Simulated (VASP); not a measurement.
Write the native input for VASP 6.6.1 that does the following.

* Task: single point
* Functional: PBEsol
* Potentials or basis: VASP PAW PBE potentials, release 64 (Ni)
* Cutoff: 520 eV
* k mesh: 13 × 13 × 7
* Occupations: fermi-dirac, width 0.1 eV
* Spin: collinear spin, ferromagnetic start
* Starting moments: [1.5, 1.5] μB
* Dipole correction: no
* Further INCAR settings: ALGO = Normal; EDIFF = 1e-06; NBANDS = 21

The structure of Ni lies in POSCAR:

```
Ni
1.0
    2.4480230000      0.0000000000      0.0000000000
   -1.2240110000      2.1200500000      0.0000000000
    0.0000000000      0.0000000000      4.0728080000
Ni
2
Direct
    0.3333333333      0.6666666667      0.2500000000
    0.6666666667      0.3333333333      0.7500000000
```

This isn't the form of Ni at room conditions, which is fcc.

One way to write it, as run:

INCAR

```
SYSTEM = Ni
PREC     = Accurate       ! precision mode
ENCUT    = 520            ! plane-wave cutoff, eV
EDIFF    = 1E-6           ! SCF threshold, eV
ISMEAR   = -1             ! smearing method
SIGMA    = 0.1            ! smearing width, eV
LREAL    = .False.        ! projectors in reciprocal space
LASPH    = .True.         ! aspherical terms in the spheres
NELM     = 150            ! most SCF steps
ALGO     = Normal         ! electronic algorithm
ISIF     = 2              ! what is computed and relaxed
LWAVE    = .False.        ! write WAVECAR
LCHARG   = .False.        ! write CHGCAR
ISPIN    = 2              ! spin polarisation
MAGMOM   = 1.5 1.5        ! initial moments
LORBIT   = 11             ! projections on sites
LMAXMIX  = 4              ! l up to which the mixer works
GGA      = PS             ! functional
NBANDS   = 21             ! bands
```

KPOINTS

```
regular mesh
0
Gamma
  13 13 7
  0 0 0
```

Potentials or basis: VASP PAW PBE potentials, release 64 (Ni).

Command:

```bash
$ cat potpaw_PBE.64/Ni/POTCAR > POTCAR
$ mpirun -np 1 vasp_std > vasp.out
```

Results of the run:

```yaml
Pressure: -3.0 GPa
Net_moment: 1.22 μB per cell
Site_moments: Ni +0.62 μB
Valence_electrons_inside_the_program's_atomic_spheres: Ni 9.37
```

Caveat: the PAW data sets were made with another functional, which shifts forces and pressure a little.

Run time: 64 s on 1 thread of Intel Xeon 8259CL, with other jobs on the host, peak memory 0.17 GiB.
